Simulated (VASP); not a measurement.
# B4N3 in VASP: a series of runs

Runs on B4N3. Level: PBE. Tasks: relaxation of cell and atoms, single point.

All numbers are computed with VASP 6.6.1; they aren't measurements. Logs are shortened: lines on timing, memory, paths and dates and some standing lists are left out, and cuts for length are marked.

**1. The cell of the first run**

The structure is cubic, space group P-43m (No. 215). Conventional cell: a = 3.609 Å, b = 3.609 Å, c = 3.609 Å, α = 90.00°, β = 90.00°, γ = 90.00°. Within 2.1 Å of B (site symmetry 3m) lie 3 N at 1.54 Å. Within 2.1 Å of N (site symmetry -42m) lie 4 B at 1.54 Å.

**2. Relaxation of cell and atoms, PBE**

Input file INCAR:

```
SYSTEM = B4N3
ALGO = Normal
EDIFF = 1E-7
EDIFFG = -0.01
ENCUT = 600
GGA = PE
IBRION = 2
ISIF = 3
ISMEAR = 0
LASPH = .True.
LCHARG = .False.
LREAL = .False.
LWAVE = .False.
NELM = 100
NSW = 100
PREC = Accurate
SIGMA = 0.1
```

Input file KPOINTS:

```
k-points
0
Gamma
  8 8 8
  0 0 0
```

Input file POSCAR:

```
B4N3
1.0
    3.6087153062      0.0000000000      0.0000000000
    0.0000000000      3.6087153062      0.0000000000
    0.0000000000      0.0000000000      3.6087153062
B N
4 3
Direct
    0.7377866802      0.2622133198      0.7377866802
    0.2622133198      0.7377866802      0.7377866802
    0.7377866802      0.7377866802      0.2622133198
    0.2622133198      0.2622133198      0.2622133198
    0.5000000000      0.5000000000      0.0000000000
    0.5000000000      0.0000000000      0.5000000000
    0.0000000000      0.5000000000      0.5000000000
```

Potentials or basis: VASP PAW PBE potentials, release 64 (B, N).

Started as:

```bash
$ cat potpaw_PBE.64/B/POTCAR potpaw_PBE.64/N/POTCAR > POTCAR
$ mpirun -np 1 vasp_std > vasp.out
```

OUTCAR:

```text
SYSTEM = B4N3
   EDIFF = 1E-7
   EDIFFG = -0.01
   ENCUT = 600
   GGA = PE
   IBRION = 2
   ISIF = 3
   ISMEAR = 0
   LASPH = .True.
   LREAL = .False.
   NELM = 100
   NSW = 100
   PREC = Accurate

 ion  position               nearest neighbor table
   1  0.738  0.262  0.738-   5 1.54   6 1.54   7 1.54
   2  0.262  0.738  0.738-   5 1.54   6 1.54   7 1.54
   3  0.738  0.738  0.262-   5 1.54   6 1.54   7 1.54
   4  0.262  0.262  0.262-   5 1.54   6 1.54   7 1.54
   5  0.500  0.500  0.000-   1 1.54   2 1.54   3 1.54   4 1.54
   6  0.500  0.000  0.500-   1 1.54   2 1.54   3 1.54   4 1.54
   7  0.000  0.500  0.500-   1 1.54   2 1.54   3 1.54   4 1.54

  LATTYP: Found a simple cubic cell.
 ALAT       =     3.6087153062

  Lattice vectors:

 A1 = (   3.6087153062,   0.0000000000,   0.0000000000)
 A2 = (   0.0000000000,   3.6087153062,   0.0000000000)
 A3 = (   0.0000000000,   0.0000000000,   3.6087153062)

Analysis of symmetry for initial positions (statically):
=====================================================================
 Subroutine PRICEL returns:
 Original cell was already a primitive cell.

 Routine SETGRP: Setting up the symmetry group for a
 simple cubic supercell.

 Subroutine GETGRP returns: Found 24 space group operations
 (whereof 24 operations were pure point group operations)
 out of a pool of 48 trial point group operations.

The static configuration has the point symmetry T_d .

Analysis of symmetry for dynamics (positions and initial velocities):
=====================================================================
 Subroutine PRICEL returns:
 Original cell was already a primitive cell.

 Routine SETGRP: Setting up the symmetry group for a
 simple cubic supercell.

 Subroutine GETGRP returns: Found 24 space group operations
 (whereof 24 operations were pure point group operations)
 out of a pool of 48 trial point group operations.

The dynamic configuration has the point symmetry T_d .

 Subroutine INISYM returns: Found 24 space group operations
 (whereof 24 operations are pure point group operations),
 and found     1 'primitive' translations

----------------------------------------------------------------------------------------

                                     Primitive cell

  volume of cell :      46.9957

  direct lattice vectors                    reciprocal lattice vectors
     3.608715306  0.000000000  0.000000000     0.277106925  0.000000000  0.000000000
     0.000000000  3.608715306  0.000000000     0.000000000  0.277106925  0.000000000
     0.000000000  0.000000000  3.608715306     0.000000000  0.000000000  0.277106925

  length of vectors
     3.608715306  3.608715306  3.608715306     0.277106925  0.277106925  0.277106925

  position of ions in fractional coordinates (direct lattice)
     0.737786680  0.262213320  0.737786680
     0.262213320  0.737786680  0.737786680
     0.737786680  0.737786680  0.262213320
     0.262213320  0.262213320  0.262213320
     0.500000000  0.500000000  0.000000000
     0.500000000  0.000000000  0.500000000
     0.000000000  0.500000000  0.500000000

  ion indices of the primitive-cell ions
   primitive index   ion index
                 1           1
                 2           2
                 3           3
                 4           4
                 5           5
                 6           6
                 7           7

----------------------------------------------------------------------------------------

 KPOINTS: k-points

Automatic generation of k-mesh.
 Grid dimensions read from file:
 generate k-points for:    8    8    8

 Generating k-lattice:

  Cartesian coordinates                     Fractional coordinates (reciprocal lattice)
     0.034638366  0.000000000  0.000000000     0.125000000  0.000000000  0.000000000
     0.000000000  0.034638366  0.000000000     0.000000000  0.125000000  0.000000000
     0.000000000  0.000000000  0.034638366     0.000000000  0.000000000  0.125000000

  Length of vectors
     0.034638366  0.034638366  0.034638366

  Shift w.r.t. Gamma in fractional coordinates (k-lattice)
     0.000000000  0.000000000  0.000000000

 Subroutine IBZKPT returns following result:
 ===========================================

 Found     35 irreducible k-points:

 Following reciprocal coordinates:
            Coordinates               Weight
  0.000000  0.000000  0.000000      1.000000
  0.125000  0.000000  0.000000      6.000000
  0.250000  0.000000  0.000000      6.000000
  0.375000  0.000000  0.000000      6.000000
  0.500000  0.000000  0.000000      3.000000
  0.125000  0.125000  0.000000     12.000000
[... 16 lines left out ...]
  0.375000  0.375000  0.125000     24.000000
  0.500000  0.375000  0.125000     24.000000
 [... further k-points ...]
   k-points           NKPTS =     35   k-points in BZ     NKDIM =     35   number of bands    NBANDS=     17
   number of dos      NEDOS =    301   number of ions     NIONS =      7
   total plane-waves  NPLWV =  27000
   dimension x,y,z NGX =    30 NGY =   30 NGZ =   30
   dimension x,y,z NGXF=    60 NGYF=   60 NGZF=   60
   ions per type =               4   3
   NGX,Y,Z   is equivalent  to a cutoff of  13.82, 13.82, 13.82 a.u.
   NGXF,Y,Z  is equivalent  to a cutoff of  27.64, 27.64, 27.64 a.u.
 SYSTEM =  B4N3
   PREC   = accura    normal or accurate (medium, high low for compatibility)
   ISTART =      0    job   : 0-new  1-cont  2-samecut
   ICHARG =      2    charge: 1-file 2-atom 10-const
   ISPIN  =      1    spin polarized calculation?
   LNONCOLLINEAR =      F non collinear calculations
   LSORBIT =      F    spin-orbit coupling
   LASPH  =      T    aspherical Exc in radial PAW
   ENCUT  =  600.0 eV  44.10 Ry    6.64 a.u.   7.21  7.21  7.21*2*pi/ulx,y,z
   NELM   =    100;   NELMIN=  2; NELMDL= -5     # of ELM steps
   EDIFF  = 0.1E-06   stopping-criterion for ELM
   LREAL  =      F    real-space projection
   EDIFFG = -.1E-01   stopping-criterion for IOM
   NSW    =    100    number of steps for IOM
   IBRION =      2    ionic relax: 0-MD 1-quasi-New 2-CG
   NFREE  =      1    steps in history (QN), initial steepest desc. (CG)
   ISIF   =      3    stress and relaxation
   ISYM   =      2    0-nonsym 1-usesym 2-fastsym
   POTIM  = 0.5000    time-step for ionic-motion
   TEBEG  =    0.0;   TEEND  =   0.0 temperature during run
   PSTRESS=    0.0 pullay stress
   NELECT =      27.0000    total number of electrons
   NUPDOWN=      -1.0000    fix difference up-down
   EMIN   =  10.00;   EMAX   =-10.00  energy-range for DOS
   EFERMI =   0.00;   METHOD = LEGACY
   ISMEAR =     0;   SIGMA  =   0.10  broadening in eV -4-tet -1-fermi 0-gaus
   EFERMI_NEDOS =   21; number of points for ismear=-14 and -15
   IALGO  =     38    algorithm
   IMIX   =      4    mixing-type and parameters
     AMIX     =   0.40;   BMIX     =  1.00
     AMIX_MAG =   1.60;   BMIX_MAG =  1.00
  volume/ion in A,a.u.               =       6.71        45.31
  Fermi-wavevector in a.u.,A,eV,Ry     =   1.360954  2.571830 25.200656  1.852196
  Thomas-Fermi vector in A             =   2.487572
   LORBIT       =      0    0 simple, 1 ext, 2 COOP (PROOUT), +10 PAW based schemes
   GGA     = PE    functional components
   LHFCALC =     F    Hartree Fock is set to
   AEXX    =    0.0000 exact exchange contribution
   IVDW    =     0    specifies the selected vdW correction
   LEPSILON=     F    determine dielectric tensor
   LRPA    =     F    only Hartree local field effects (RPA)
 conjugate gradient relaxation of ions
 non-spin polarized calculation
 Gauss-broadening in eV      SIGMA  =   0.10
  energy-cutoff  :      600.00
  volume of cell :       47.00
 maximum number of plane-waves:      1596
 NGX is ok and might be reduce to    30
   NGX = 15   NGY = 15   NGZ = 15

--------------------------------------- Ionic step        1  -------------------------------------------

 number of electron      26.9999991 magnetization

 Free energy of the ion-electron system (eV)
  ---------------------------------------------------
  ext. energy  EPLUGINS =         0.00000000
  ---------------------------------------------------
  free energy    TOTEN  =       -54.64573770 eV

  energy without entropy =      -54.63733206  energy(sigma->0) =      -54.64153488

------------------------ aborting loop because EDIFF is reached ----------------------------------------

  FORCE on cell =-STRESS in cart. coord.  units (eV):
  Direction    XX          YY          ZZ          XY          YZ          ZX
  --------------------------------------------------------------------------------------
  -------------------------------------------------------------------------------------
  Total       -0.0852405     -0.0852405     -0.0852405     -0.0000000      0.0000000      0.0000000
  in kB       -2.9060212     -2.9060212     -2.9060212     -0.0000000      0.0000000      0.0000000
  external PRESSURE =      -2.9060212 kB  Pullay stress =       0.0000000 kB
[... 67 lines left out ...]
  energy  without entropy=      -54.6379468198  energy(sigma->0) =      -54.64225784

--------------------------------------- Ionic step        3  -------------------------------------------

 number of electron      26.9999991 magnetization

 Free energy of the ion-electron system (eV)
  ---------------------------------------------------
  ext. energy  EPLUGINS =         0.00000000
  ---------------------------------------------------
  free energy    TOTEN  =       -54.64675158 eV

  energy without entropy =      -54.63796478  energy(sigma->0) =      -54.64235818

 E-fermi :   9.3271     XC(G=0): -12.2115

 val. band max:        9.2394872187   @ k =   0.5000   0.2500   0.1250
 cond. band min:       9.3315378308   @ k =   0.3750   0.3750   0.1250
 fundamental gap:      0.0920506121
 Fermi energy:         9.3270640123

 k-point     1 :       0.0000    0.0000    0.0000
  band No.  band energies     occupation
      1     -13.8639      2.00000
      2      -9.1958      2.00000
      3      -9.1958      2.00000
      4      -2.5982      2.00000
      5      -2.5982      2.00000
      6      -2.5982      2.00000
[... 9 lines left out ...]
     16      11.8691      0.00000
     17      13.2965      0.00000
[... 443 lines left out ...]
      1     -11.6422      2.00000
      2     -10.9332      2.00000
      3     -10.2867      2.00000
      4      -3.5298      2.00000
      5      -3.3921      2.00000
      6      -1.3161      2.00000
[... 9 lines left out ...]
     16      11.2255      0.00000
     17      16.0466      0.00000

 [... further k-points ...]

------------------------ aborting loop because EDIFF is reached ----------------------------------------

  FORCE on cell =-STRESS in cart. coord.  units (eV):
  Direction    XX          YY          ZZ          XY          YZ          ZX
  --------------------------------------------------------------------------------------
  -------------------------------------------------------------------------------------
  Total        0.0206828      0.0206828      0.0206828      0.0000000      0.0000000     -0.0000000
  in kB        0.7072516      0.7072516      0.7072516      0.0000000      0.0000000     -0.0000000
  external PRESSURE =       0.7072516 kB  Pullay stress =       0.0000000 kB
[... 22 lines left out ...]
  FREE ENERGIE OF THE ION-ELECTRON SYSTEM (eV)
  ---------------------------------------------------
  free  energy   TOTEN  =       -54.6467515826 eV

  energy  without entropy=      -54.6379647801  energy(sigma->0) =      -54.64235818

 reached required accuracy - stopping structural energy minimisation
```

Wall time 49 s (1 thread of Intel Xeon Platinum 8488C (Sapphire Rapids), shared host); peak memory 0.17 GiB.

What came out:

| Quantity | Value |
| --- | --- |
| Free energy | -54.6468 eV |
| Relaxed volume | 6.69 Å³/atom |
| Relaxed cell | a = 3.605 Å, b = 3.605 Å, c = 3.605 Å, α = 90.00°, β = 90.00°, γ = 90.00° |
| Space group after relaxing (to 0.05 Å) | P-43m (No. 215) |
| Energy gained by relaxing | 0.1 meV/atom |
| Ionic steps | 3 |
| Pressure after relaxing | 0.1 GPa |
| Largest force after relaxing | 0.004 eV/Å |

Forces in eV/Å, atoms in the order of the input:
```
B    0.002 -0.002  0.002
B   -0.002  0.002  0.002
B    0.002  0.002 -0.002
B   -0.002 -0.002 -0.002
N    0.000  0.000  0.000
N    0.000  0.000  0.000
N    0.000  0.000  0.000
```

The path:
| step | energy change (eV) | largest force (eV/Å) | pressure (GPa) | volume (Å³) |
| --- | --- | --- | --- | --- |
| 1 | 0.0000 | 0.0723 | -0.29 | 47.00 |
| 2 | -0.0008 | 0.0325 | -0.08 | 46.91 |
| 3 | -0.0010 | 0.0037 | 0.07 | 46.85 |

Final structure:
```
CELL_PARAMETERS angstrom
3.60508 0.00000 0.00000
0.00000 3.60508 0.00000
0.00000 0.00000 3.60508
ATOMIC_POSITIONS crystal
B 0.73874 0.26126 0.73874
B 0.26126 0.73874 0.73874
B 0.73874 0.73874 0.26126
B 0.26126 0.26126 0.26126
N 0.50000 0.50000 0.00000
N 0.50000 0.00000 0.50000
N 0.00000 0.50000 0.50000
```

(Continued in part 2 of 2.)
